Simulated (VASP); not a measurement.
# GaSb (Pm-3m) in VASP: single point with PBE

Aim: the single point of GaSb with PBE.

Everything below comes from runs of VASP 6.6.1. Logs are shortened: lines on timing, memory, paths and dates and some standing lists are left out, and cuts for length are marked.

### Step 1. The cell of the first run

Symmetry: Pm-3m, No. 221, cubic system. Conventional cell: a = 3.582 Å, b = 3.582 Å, c = 3.582 Å, α = 90.00°, β = 90.00°, γ = 90.00°. Ga (site symmetry m-3m) has 8 Sb at 3.10 Å and 6 Ga at 3.58 Å within 4.1 Å. Sb (site symmetry m-3m) has 8 Ga at 3.10 Å and 6 Sb at 3.58 Å within 4.1 Å.

### Step 2. Single point, PBE

INCAR reads:

```
  PREC = Accurate
  ENCUT = 500
  EDIFF = 1E-6
  ISMEAR = -1
  SIGMA = 0.02
  LREAL = F
  LASPH = T
  NELM = 120
  ALGO = Normal
  ISIF = 2
  LWAVE = F
  LCHARG = F
  GGA = PE
  NBANDS = 16
  GGA_COMPAT = F
```

KPOINTS reads:

```
Automatic mesh
0
Gamma
  6 6 6
```

POSCAR reads:

```
GaSb
1.0
    3.5818184809      0.0000000000      0.0000000000
    0.0000000000      3.5818184809      0.0000000000
    0.0000000000      0.0000000000      3.5818184809
Ga Sb
1 1
Direct
    0.0000000000      0.0000000000      0.0000000000
    0.5000000000      0.5000000000      0.5000000000
```

Potentials or basis: VASP PAW PBE potentials, release 64 (Ga_d, Sb).

The run is started by

```
$ cat potpaw_PBE.64/Ga_d/POTCAR potpaw_PBE.64/Sb/POTCAR > POTCAR
$ mpirun -np 1 vasp_std > vasp.out
```

OUTCAR:

```text
PREC = Accurate
   ENCUT = 500
   EDIFF = 1E-6
   ISMEAR = -1
   LREAL = F
   LASPH = T
   NELM = 120
   ISIF = 2
   GGA = PE

 ion  position               nearest neighbor table
   1  0.000  0.000  0.000-   2 3.10   2 3.10   2 3.10   2 3.10   2 3.10   2 3.10   2 3.10   2 3.10

   2  0.500  0.500  0.500-   1 3.10   1 3.10   1 3.10   1 3.10   1 3.10   1 3.10   1 3.10   1 3.10

  LATTYP: Found a simple cubic cell.
 ALAT       =     3.5818184809

  Lattice vectors:

 A1 = (   3.5818184809,   0.0000000000,   0.0000000000)
 A2 = (   0.0000000000,   3.5818184809,   0.0000000000)
 A3 = (   0.0000000000,   0.0000000000,   3.5818184809)

Analysis of symmetry for initial positions (statically):
=====================================================================
 Subroutine PRICEL returns:
 Original cell was already a primitive cell.

 Routine SETGRP: Setting up the symmetry group for a
 simple cubic supercell.

 Subroutine GETGRP returns: Found 48 space group operations
[... 9 lines left out ...]

 Routine SETGRP: Setting up the symmetry group for a
 simple cubic supercell.

 Subroutine GETGRP returns: Found 48 space group operations
[... 11 lines left out ...]
                                     Primitive cell

  volume of cell :      45.9527

  direct lattice vectors                    reciprocal lattice vectors
     3.581818481  0.000000000  0.000000000     0.279187794  0.000000000  0.000000000
     0.000000000  3.581818481  0.000000000     0.000000000  0.279187794  0.000000000
     0.000000000  0.000000000  3.581818481     0.000000000  0.000000000  0.279187794

  length of vectors
     3.581818481  3.581818481  3.581818481     0.279187794  0.279187794  0.279187794

  position of ions in fractional coordinates (direct lattice)
     0.000000000  0.000000000  0.000000000
     0.500000000  0.500000000  0.500000000

  ion indices of the primitive-cell ions
   primitive index   ion index
                 1           1
                 2           2

----------------------------------------------------------------------------------------

 KPOINTS: Automatic mesh

Automatic generation of k-mesh.
 Grid dimensions read from file:
 generate k-points for:    6    6    6

 Generating k-lattice:

  Cartesian coordinates                     Fractional coordinates (reciprocal lattice)
     0.046531299  0.000000000  0.000000000     0.166666667  0.000000000  0.000000000
     0.000000000  0.046531299  0.000000000     0.000000000  0.166666667  0.000000000
     0.000000000  0.000000000  0.046531299     0.000000000  0.000000000  0.166666667

  Length of vectors
     0.046531299  0.046531299  0.046531299

  Shift w.r.t. Gamma in fractional coordinates (k-lattice)
     0.000000000  0.000000000  0.000000000

 Subroutine IBZKPT returns following result:
 ===========================================

 Found     20 irreducible k-points:

 Following reciprocal coordinates:
            Coordinates               Weight
  0.000000  0.000000  0.000000      1.000000
  0.166667  0.000000  0.000000      6.000000
  0.333333  0.000000  0.000000      6.000000
  0.500000  0.000000  0.000000      3.000000
  0.166667  0.166667  0.000000     12.000000
  0.333333  0.166667  0.000000     24.000000
[... 12 lines left out ...]
  0.500000  0.500000  0.333333      6.000000
  0.500000  0.500000  0.500000      1.000000
   k-points           NKPTS =     20   k-points in BZ     NKDIM =     20   number of bands    NBANDS=     16
   number of dos      NEDOS =    301   number of ions     NIONS =      2
   total plane-waves  NPLWV =  21952
   dimension x,y,z NGX =    28 NGY =   28 NGZ =   28
   dimension x,y,z NGXF=    56 NGYF=   56 NGZF=   56
   ions per type =               1   1
   NGX,Y,Z   is equivalent  to a cutoff of  13.00, 13.00, 13.00 a.u.
   NGXF,Y,Z  is equivalent  to a cutoff of  25.99, 25.99, 25.99 a.u.
 SYSTEM =  unknown system
   PREC   = accura    normal or accurate (medium, high low for compatibility)
   ISTART =      0    job   : 0-new  1-cont  2-samecut
   ICHARG =      2    charge: 1-file 2-atom 10-const
   ISPIN  =      1    spin polarized calculation?
   LNONCOLLINEAR =      F non collinear calculations
   LSORBIT =      F    spin-orbit coupling
   LASPH  =      T    aspherical Exc in radial PAW
   ENCUT  =  500.0 eV  36.75 Ry    6.06 a.u.   6.53  6.53  6.53*2*pi/ulx,y,z
   NELM   =    120;   NELMIN=  2; NELMDL= -5     # of ELM steps
   EDIFF  = 0.1E-05   stopping-criterion for ELM
   LREAL  =      F    real-space projection
   EDIFFG = 0.1E-04   stopping-criterion for IOM
   NSW    =      0    number of steps for IOM
   IBRION =     -1    ionic relax: 0-MD 1-quasi-New 2-CG
   NFREE  =      0    steps in history (QN), initial steepest desc. (CG)
   ISIF   =      2    stress and relaxation
   ISYM   =      2    0-nonsym 1-usesym 2-fastsym
   POTIM  = 0.5000    time-step for ionic-motion
   TEBEG  =    0.0;   TEEND  =   0.0 temperature during run
   PSTRESS=    0.0 pullay stress
   NELECT =      18.0000    total number of electrons
   NUPDOWN=      -1.0000    fix difference up-down
   EMIN   =  10.00;   EMAX   =-10.00  energy-range for DOS
   EFERMI =   0.00;   METHOD = LEGACY
   ISMEAR =    -1;   SIGMA  =   0.02  broadening in eV -4-tet -1-fermi 0-gaus
   EFERMI_NEDOS =   21; number of points for ismear=-14 and -15
   IALGO  =     38    algorithm
   IMIX   =      4    mixing-type and parameters
     AMIX     =   0.40;   BMIX     =  1.00
     AMIX_MAG =   1.60;   BMIX_MAG =  1.00
  volume/ion in A,a.u.               =      22.98       155.05
  Fermi-wavevector in a.u.,A,eV,Ry     =   1.197831  2.263572 19.521616  1.434798
  Thomas-Fermi vector in A             =   2.333735
   LORBIT       =      0    0 simple, 1 ext, 2 COOP (PROOUT), +10 PAW based schemes
   GGA     = PE    functional components
   LHFCALC =     F    Hartree Fock is set to
   AEXX    =    0.0000 exact exchange contribution
   IVDW    =     0    specifies the selected vdW correction
   LEPSILON=     F    determine dielectric tensor
   LRPA    =     F    only Hartree local field effects (RPA)
 non-spin polarized calculation
  energy-cutoff  :      500.00
  volume of cell :       45.95
 maximum number of plane-waves:      1189
 NGX is ok and might be reduce to    28
   NGX = 13   NGY = 13   NGZ = 13

 number of electron      18.0000008 magnetization

 Free energy of the ion-electron system (eV)
  ---------------------------------------------------
  ext. energy  EPLUGINS =         0.00000000
  ---------------------------------------------------
  free energy    TOTEN  =        -6.78985218 eV

  energy without entropy =       -6.78718161  energy(sigma->0) =       -6.78851690

 E-fermi :   7.1948     XC(G=0): -10.5399

 val. band max:        7.1789267907   @ k =   0.5000   0.3333   0.3333
 cond. band min:       7.2201390332   @ k =   0.5000   0.1667   0.1667
 fundamental gap:      0.0412122425
 Fermi energy:         7.1947985439

 k-point     1 :       0.0000    0.0000    0.0000
  band No.  band energies     occupation
      1      -7.5939      2.00000
      2      -7.5939      2.00000
      3      -7.5431      2.00000
      4      -7.5431      2.00000
      5      -7.5431      2.00000
      6      -5.0348      2.00000
[... 8 lines left out ...]
     15      16.0102      0.00000
     16      20.0776      0.00000

 k-point     2 :       0.1667    0.0000    0.0000
  band No.  band energies     occupation
      1      -7.5929      2.00000
      2      -7.5814      2.00000
      3      -7.5494      2.00000
      4      -7.5494      2.00000
      5      -7.5429      2.00000
      6      -4.7254      2.00000
[... 8 lines left out ...]
     15      14.7009      0.00000
     16      18.4627      0.00000

 k-point     3 :       0.3333    0.0000    0.0000
  band No.  band energies     occupation
      1      -7.5909      2.00000
      2      -7.5619      2.00000
      3      -7.5619      2.00000
      4      -7.5570      2.00000
      5      -7.5424      2.00000
      6      -3.8474      2.00000
[... 8 lines left out ...]
     15      15.9001      0.00000
     16      17.6123      0.00000

 k-point     4 :       0.5000    0.0000    0.0000
  band No.  band energies     occupation
      1      -7.5898      2.00000
      2      -7.5682      2.00000
      3      -7.5682      2.00000
      4      -7.5451      2.00000
      5      -7.5422      2.00000
      6      -3.0087      2.00000
[... 8 lines left out ...]
     15      14.2517      0.00000
     16      21.4406      0.00000

 k-point     5 :       0.1667    0.1667    0.0000
  band No.  band energies     occupation
      1      -7.5863      2.00000
      2      -7.5739      2.00000
      3      -7.5585      2.00000
      4      -7.5500      2.00000
      5      -7.5474      2.00000
      6      -4.4140      2.00000
[... 8 lines left out ...]
     15      15.2774      0.00000
     16      17.9299      0.00000

 k-point     6 :       0.3333    0.1667    0.0000
  band No.  band energies     occupation
      1      -7.5824      2.00000
      2      -7.5759      2.00000
      3      -7.5605      2.00000
      4      -7.5504      2.00000
      5      -7.5473      2.00000
      6      -3.5356      2.00000
[... 8 lines left out ...]
     15      17.2869      0.00000
     16      17.8711      0.00000

 k-point     7 :       0.5000    0.1667    0.0000
  band No.  band energies     occupation
      1      -7.5845      2.00000
      2      -7.5809      2.00000
      3      -7.5662      2.00000
      4      -7.5467      2.00000
      5      -7.5382      2.00000
      6      -2.7056      2.00000
[... 8 lines left out ...]
     15      16.2917      0.00000
     16      18.9719      0.00000

 k-point     8 :       0.3333    0.3333    0.0000
  band No.  band energies     occupation
      1      -7.6027      2.00000
      2      -7.5717      2.00000
      3      -7.5587      2.00000
      4      -7.5561      2.00000
      5      -7.5306      2.00000
      6      -2.6725      2.00000
[... 8 lines left out ...]
     15      16.4297      0.00000
     16      17.5721      0.00000

 k-point     9 :       0.5000    0.3333    0.0000
  band No.  band energies     occupation
      1      -7.6151      2.00000
      2      -7.5686      2.00000
      3      -7.5623      2.00000
      4      -7.5559      2.00000
      5      -7.5188      2.00000
      6      -1.9011      2.00000
[... 8 lines left out ...]
     15      16.8142      0.00000
     16      17.0317      0.00000
[... 96 lines left out ...]
 k-point    15 :       0.5000    0.3333    0.1667
  band No.  band energies     occupation
      1      -7.6095      2.00000
      2      -7.5733      2.00000
      3      -7.5648      2.00000
      4      -7.5542      2.00000
      5      -7.5178      2.00000
      6      -1.6368      2.00000
[... 8 lines left out ...]
     15      17.4737      0.00000
     16      19.3820      0.00000

 k-point    16 :       0.5000    0.5000    0.1667
  band No.  band energies     occupation
      1      -7.6221      2.00000
      2      -7.5705      2.00000
      3      -7.5705      2.00000
      4      -7.5499      2.00000
      5      -7.5068      2.00000
      6      -1.0337      2.00000
[... 8 lines left out ...]
     15      18.7364      0.00000
     16      18.7365      0.00000

 k-point    17 :       0.3333    0.3333    0.3333
  band No.  band energies     occupation
      1      -7.5950      2.00000
      2      -7.5831      2.00000
      3      -7.5831      2.00000
      4      -7.5283      2.00000
      5      -7.5283      2.00000
      6      -1.5937      2.00000
[... 8 lines left out ...]
     15      20.2040      0.00000
     16      20.2040      0.00000

 k-point    18 :       0.5000    0.3333    0.3333
  band No.  band energies     occupation
      1      -7.6012      2.00000
      2      -7.5918      2.00000
      3      -7.5820      2.00000
      4      -7.5277      2.00000
      5      -7.5140      2.00000
      6      -0.9482      2.00000
[... 8 lines left out ...]
     15      20.7736      0.00000
     16      20.8248      0.00000

 k-point    19 :       0.5000    0.5000    0.3333
  band No.  band energies     occupation
      1      -7.6075      2.00000
      2      -7.5905      2.00000
      3      -7.5905      2.00000
      4      -7.5205      2.00000
      5      -7.5061      2.00000
      6      -0.4400      2.00000
[... 8 lines left out ...]
     15      22.4984      0.00000
     16      22.4986      0.00000

 k-point    20 :       0.5000    0.5000    0.5000
  band No.  band energies     occupation
      1      -7.6003      2.00000
      2      -7.6003      2.00000
      3      -7.6003      2.00000
      4      -7.5058      2.00000
      5      -7.5058      2.00000
      6      -0.0229      2.00000
[... 8 lines left out ...]
     15      24.4039      0.00000
     16      24.5395      0.00000

------------------------ aborting loop because EDIFF is reached ----------------------------------------

  FORCE on cell =-STRESS in cart. coord.  units (eV):
  Direction    XX          YY          ZZ          XY          YZ          ZX
  --------------------------------------------------------------------------------------
  -------------------------------------------------------------------------------------
  Total        0.2721446      0.2721446      0.2721446     -0.0000000     -0.0000000      0.0000000
  in kB        9.4885426      9.4885426      9.4885426     -0.0000000     -0.0000000      0.0000000
  external PRESSURE =       9.4885426 kB  Pullay stress =       0.0000000 kB

 VOLUME and BASIS-vectors are now :
 -----------------------------------------------------------------------------
  energy-cutoff  :      500.00
  volume of cell :       45.95
      direct lattice vectors                 reciprocal lattice vectors
     3.581818481  0.000000000  0.000000000     0.279187794  0.000000000  0.000000000
     0.000000000  3.581818481  0.000000000     0.000000000  0.279187794  0.000000000
     0.000000000  0.000000000  3.581818481     0.000000000  0.000000000  0.279187794

 POSITION                                       TOTAL-FORCE (eV/Angst)
 -----------------------------------------------------------------------------------
      0.00000      0.00000      0.00000         0.000000      0.000000      0.000000
      1.79091      1.79091      1.79091         0.000000      0.000000      0.000000
 -----------------------------------------------------------------------------------
    total drift:                               -0.000000     -0.000000     -0.000000

  FREE ENERGIE OF THE ION-ELECTRON SYSTEM (eV)
  ---------------------------------------------------
  free  energy   TOTEN  =        -6.7898521767 eV

  energy  without entropy=       -6.7871816136  energy(sigma->0) =       -6.78851690
```

Run time: 16 s. Hardware: 1 thread of Intel Xeon 8259CL, shared host; peak memory 0.16 GiB.

Results:

```yaml
Free_energy: -6.7899 eV
Pressure: 0.9 GPa
Band_gap_on_the_k_mesh: zero (band 9 reaches 8.91 eV, above the bottom of band 10 at 4.76 eV)
```

Levels at points of the mesh, in eV from the Fermi level:
```tsv
k point	band 5	band 6	band 7	band 8	band 9	band 10	band 11	band 12	band 13	band 14
(0.00, 0.00, 0.00)	-14.74	-12.23	-2.02	-0.54	-0.54	-0.54	4.09	4.09	8.82	8.82
(0.50, 0.00, 0.00)	-14.74	-10.20	-7.93	1.71	1.71	2.41	2.86	3.74	3.74	6.25
(0.50, 0.50, 0.00)	-14.70	-8.46	-5.02	-4.86	-4.86	2.85	5.26	6.22	6.22	8.09
(0.50, 0.50, 0.50)	-14.70	-7.22	-3.28	-2.43	-2.43	-2.43	-0.66	-0.66	-0.66	17.20
```

Caveat: spin-orbit coupling is left out, which moves the levels of the heavy elements.
